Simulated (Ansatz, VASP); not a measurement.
# Pt3Br2: VASP beside Ansatz

File INCAR:

```
ALGO     = Normal         # electronic algorithm
EDIFF    = 1E-6           # SCF threshold, eV
EDIFFG   = -0.04          # ionic threshold
ENCUT    = 600            # plane-wave cutoff, eV
GGA      = PE             # functional
IBRION   = 2              # ionic algorithm
ISIF     = 3              # what is computed and relaxed
ISMEAR   = 0              # smearing method
LASPH    = True           # aspherical terms in the spheres
LCHARG   = False          # write CHGCAR
LREAL    = False          # projectors in reciprocal space
LWAVE    = False          # write WAVECAR
NELM     = 80             # most SCF steps
NSW      = 90             # ionic steps
PREC     = Accurate       # precision mode
SIGMA    = 0.1            # smearing width, eV
```

The input KPOINTS:

```
k-points
0
Gamma
  6 6 4
```

Contents of POSCAR:

```
Pt3Br2
1.0
    4.2385939341      0.0000000000      0.0000000000
   -2.1192969670      3.6707300232      0.0000000000
    0.0000000000      0.0000000000      6.5945636589
Pt Br
3 2
Direct
    0.0000000000      0.0000000000      0.0000000000
    0.3333333333      0.6666666667      0.6450000000
    0.6666666667      0.3333333333      0.3550000000
    0.3333333333      0.6666666667      0.2450000000
    0.6666666667      0.3333333333      0.7550000000
```

Input for Ansatz:

```yaml
crystal:
  lattice:
    - [4.2385939341, 0.0, 0.0]
    - [-2.119296967, 3.6707300232, 0.0]
    - [0.0, 0.0, 6.5945636589]
  atoms:
    - { symbol: Pt, position: [0.0, 0.0, 0.0] }
    - { symbol: Pt, position: [0.3333333333, 0.6666666667, 0.645] }
    - { symbol: Pt, position: [0.6666666667, 0.3333333333, 0.355] }
    - { symbol: Br, position: [0.3333333333, 0.6666666667, 0.245] }
    - { symbol: Br, position: [0.6666666667, 0.3333333333, 0.755] }
basis:
  ecutwfc: 420
kpoints:
  mp_grid: { grid: [6, 6, 4] }
hamiltonian:
  xc: pbe
scf:
  occupations: { method: gaussian, width: 0.1 }
  lower_state_search: "off"
output:
  forces: true
  stress: true
  eigenvalues: true
relax:
  adjacent_minimum: "off"
  f_tol: 0.04
  max_steps: 70
  cell: { stress_tol: 0.4 }
```

Alike in both runs: task relaxation of cell and atoms; functional PBE; k mesh 6 × 6 × 4; occupations gaussian, width 0.1 eV; no spin polarisation.

|  | VASP | Ansatz |
| --- | --- | --- |
| version | VASP 6.6.1 | Ansatz 0.2.0 |
| potentials or method | VASP PAW PBE potentials, release 64 (Pt, Br), cutoff 600 eV | scalar-relativistic, plane waves, PAW |
| valence electrons in the cell | 44 | 68 |

Ansatz gave:

```
gap on the k mesh at the Fermi level, each at its own relaxed structure (eV) : none
relaxed volume (Å³/atom)                                                     : 19.36
relaxed cell length with the largest relative difference (Å)                 : 3.431
```

**Question.** What did VASP give for the same quantities?

**Answer.** gap on the k mesh at the Fermi level, each at its own relaxed structure (eV): none; relaxed volume (Å³/atom): 23.41; relaxed cell length with the largest relative difference (Å): 3.977.

A gap of «none» marks a metal or a gap that the smearing closes. One of these differences is far larger than is usual between the two programs; its cause wasn't traced. VASP's potentials hold 44 valence electrons a cell and Ansatz's 68, so a difference there can come from the potentials and not from the codes.

Neither program's run includes spin-orbit coupling.
